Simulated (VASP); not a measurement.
A run of VASP 6.6.1:

Contents of INCAR:

```
SYSTEM = HgTe
PREC     = Accurate       ! precision mode
ENCUT    = 520            ! plane-wave cutoff, eV
EDIFF    = 1E-6           ! SCF threshold, eV
ISMEAR   = -1             ! smearing method
SIGMA    = 0.05           ! smearing width, eV
LREAL    = .False.        ! projectors in reciprocal space
LASPH    = .True.         ! aspherical terms in the spheres
NELM     = 80             ! most SCF steps
ALGO     = Normal         ! electronic algorithm
ISIF     = 2              ! what is computed and relaxed
LWAVE    = .False.        ! write WAVECAR
LCHARG   = .True.         ! write CHGCAR
GGA      = PE             ! functional
LELF     = .True.         ! ELF
LVHAR    = .True.       
NBANDS   = 16             ! bands
```

Contents of KPOINTS:

```
regular mesh
0
Gamma
  6 6 6
  0 0 0
```

The input POSCAR:

```
HgTe
1.0
    0.0000000000      3.1502100000      3.2145000000
    3.1502100000      0.0000000000      3.2145000000
    3.1502100000      3.1502100000      0.0000000000
Hg Te
1 1
Direct
    0.0000000000      0.0000000000      0.0000000000
    0.7500000000      0.7500000000      0.7500000000
```

Potentials or basis: VASP PAW PBE potentials, release 64 (Hg, Te).

Run with:

```sh
$ cat potpaw_PBE.64/Hg/POTCAR potpaw_PBE.64/Te/POTCAR > POTCAR
$ mpirun -np 1 vasp_std > vasp.out
```

Hardware: 1 thread of AMD EPYC 9R45 96-Core Processor (Zen 5), on a shared host.

Question: Estimate the wall time of this run.

Answer: It took 28 s on 1 thread of AMD EPYC 9R45 96-Core Processor (Zen 5), with other jobs on the host, peak memory 0.18 GiB. Counts: scf iterations 13, k points 30.
